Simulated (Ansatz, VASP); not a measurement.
**Two plane-wave programs on BaTiO3**

```
CELL_PARAMETERS angstrom
2.86317 1.65305 2.35650
-2.86317 1.65305 2.35650
0.00000 -3.30611 2.35650
ATOMIC_POSITIONS crystal
Ba 0.99460 0.99460 0.99460
Ti 0.48035 0.48035 0.48035
O 0.51120 0.51120 0.02185
O 0.02185 0.51120 0.51120
O 0.51120 0.02185 0.51120
```

Alike in both runs: functional PBE; k mesh 9 × 9 × 9; no spin polarisation.

Ansatz relaxed the structure, and its values are those at the end. VASP's run is a single point on that final structure, the one shown.

|  | VASP | Ansatz |
| --- | --- | --- |
| version | VASP 6.6.1 | Ansatz 0.2.0 |
| potentials or method | VASP PAW PBE potentials, release 64 (Ba_sv, Ti_sv, O), cutoff 520 eV | scalar-relativistic, plane waves, PAW |
| occupations | gaussian, width 0.01 eV | fixed |
| valence electrons in the cell | 40 | 40 |

VASP gave:

```
gap on the k mesh at the Fermi level (eV) : 2.61
least direct gap on the mesh (eV)         : 3.06
pressure (GPa)                            : 1.6
rms of the force components (eV/Å)        : 0.036
```

Q: Estimate Ansatz's values.

A: gap on the k mesh at the Fermi level (eV): 2.66; least direct gap on the mesh (eV): 3.08; pressure (GPa): 0.0; rms of the force components (eV/Å): 0.000.

Spin-orbit coupling is off throughout.
